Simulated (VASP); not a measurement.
Here is a VASP 6.6.1 calculation.

File INCAR:

```
PREC     = Accurate       # precision mode
ENCUT    = 520            # plane-wave cutoff, eV
EDIFF    = 1E-7           # SCF threshold, eV
ISMEAR   = 0              # smearing method
SIGMA    = 0.15           # smearing width, eV
LREAL    = False          # projectors in reciprocal space
LASPH    = True           # aspherical terms in the spheres
NELM     = 80             # most SCF steps
ALGO     = Normal         # electronic algorithm
ISIF     = 2              # what is computed and relaxed
LWAVE    = False          # write WAVECAR
LCHARG   = False          # write CHGCAR
GGA      = PE             # functional
NBANDS   = 14             # bands
```

KPOINTS

```
Automatic mesh
0
Gamma
  16 16 16
```

POSCAR

```
HfN
1.0
    0.0000000000      2.4548220000      2.4548220000
    2.4548220000      0.0000000000      2.4548220000
    2.4548220000      2.4548220000      0.0000000000
Hf N
1 1
Direct
    0.0050920189      0.0050920189     -0.0050920189
    0.7500000000      0.7500000000      0.7500000000
```

Potentials or basis: VASP PAW PBE potentials, release 64 (Hf_pv, N).

Command:

```console
$ cat potpaw_PBE.64/Hf_pv/POTCAR potpaw_PBE.64/N/POTCAR > POTCAR
$ mpirun -np 1 vasp_std > vasp.out
```

(1) What does it give for the pressure?

(2) Predict the largest force.

Answers

(1) -0.3 GPa.

(2) 0.293 eV/Å.

Caveat: the cell differs from its parent crystal (all Hf atoms moved +0.025 Å, as atom 1 along Cartesian [0 0 1]).
